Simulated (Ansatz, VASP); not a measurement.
Two plane-wave programs on Re

```
CELL_PARAMETERS angstrom
2.75186 0.00000 0.00000
-1.37593 2.38318 0.00000
0.00000 0.00000 4.43977
ATOMIC_POSITIONS crystal
Re 0.33333 0.66667 0.25000
Re 0.66667 0.33333 0.75000
```

Alike in both runs: functional PBEsol; k mesh 20 × 20 × 12; occupations fermi-dirac, width 0.1 eV; no spin polarisation.

Ansatz relaxed the structure, and its values are those at the end. VASP's run is a single point on that final structure, the one shown.

|  | VASP | Ansatz |
| --- | --- | --- |
| version | VASP 6.6.1 | Ansatz 0.2.0 |
| potentials or method | VASP PAW PBE potentials, release 64 (Re) | PAW with Ansatz's default frozen-core files, scalar-relativistic |
| plane-wave cutoff (eV) | 520 | 420 |
| valence electrons in the cell | 14 | 30 |

|  | VASP | Ansatz | Ansatz less VASP |
| --- | --- | --- | --- |
| pressure (GPa) | 0.0 | 0.0 | -0.01 |

VASP's potentials were made for PBE, not for PBEsol. VASP's potentials hold 14 valence electrons a cell and Ansatz's 30, so a difference there can come from the potentials and not from the codes.

Neither program's run includes spin-orbit coupling.
